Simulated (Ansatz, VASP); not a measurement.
**BaO: VASP beside Ansatz**

INCAR

```
PREC = Accurate
ENCUT = 520
EDIFF = 1E-7
ISMEAR = 0
SIGMA = 0.02
LREAL = F
LASPH = T
NELM = 120
ALGO = Normal
ISIF = 2
LWAVE = F
LCHARG = F
GGA = PS
IBRION = 2
NSW = 60
EDIFFG = -0.002
GGA_COMPAT = F
NELMIN = 4
```

File KPOINTS:

```
Automatic mesh
0
Gamma
  8 8 8
```

File POSCAR:

```
BaO
1.0
    0.0000000000      2.7347685277      2.7862384498
    2.7347685277      0.0000000000      2.7862384498
    2.7347685277      2.7347685277      0.0000000000
Ba O
1 1
Direct
    0.0000000000      0.0000000000      0.0000000000
    0.5000000000      0.5000000000      0.5000000000
```

Input for Ansatz:

```yaml
crystal:
  lattice:
    - [0.0, 2.7347685277, 2.7862384498]
    - [2.7347685277, 0.0, 2.7862384498]
    - [2.7347685277, 2.7347685277, 0.0]
  atoms:
    - { symbol: Ba, position: [0.0, 0.0, 0.0] }
    - { symbol: O, position: [0.5, 0.5, 0.5] }
basis:
  ecutwfc: 420
kpoints:
  mp_grid: { grid: [8, 8, 8] }
hamiltonian:
  xc: pbesol
  pseudopotentials: { kind: paw, azcp: { folder: soft_1 } }
scf:
  occupations: { method: gaussian, width: 0.02 }
output:
  forces: true
  stress: true
  eigenvalues: true
relax:
  adjacent_minimum: "off"
  f_tol: 0.002
  max_steps: 40
```

Change from the starting cell: strained cell.

Alike in both runs: task relaxation of the atoms; functional PBEsol; k mesh 8 × 8 × 8; occupations gaussian, width 0.02 eV; no spin polarisation.

|  | VASP | Ansatz |
| --- | --- | --- |
| version | VASP 6.6.1 | Ansatz 0.2.0 |
| potentials or method | VASP PAW PBE potentials, release 64 (Ba_sv, O), cutoff 520 eV | scalar-relativistic, plane waves, PAW |
| valence electrons in the cell | 16 | 16 |

|  | VASP | Ansatz | Ansatz less VASP |
| --- | --- | --- | --- |
| gap on the k mesh at the Fermi level, each at its own relaxed structure (eV) | 1.74 | 1.81 | +0.073 |

VASP's potentials were made for PBE, not for PBEsol, and Ansatz warns of the same on its side. Ansatz's warnings: stress scf threshold loose.

Neither program's run includes spin-orbit coupling. Noted on VASP's run: the relaxation stopped at its first step, so nothing moved.
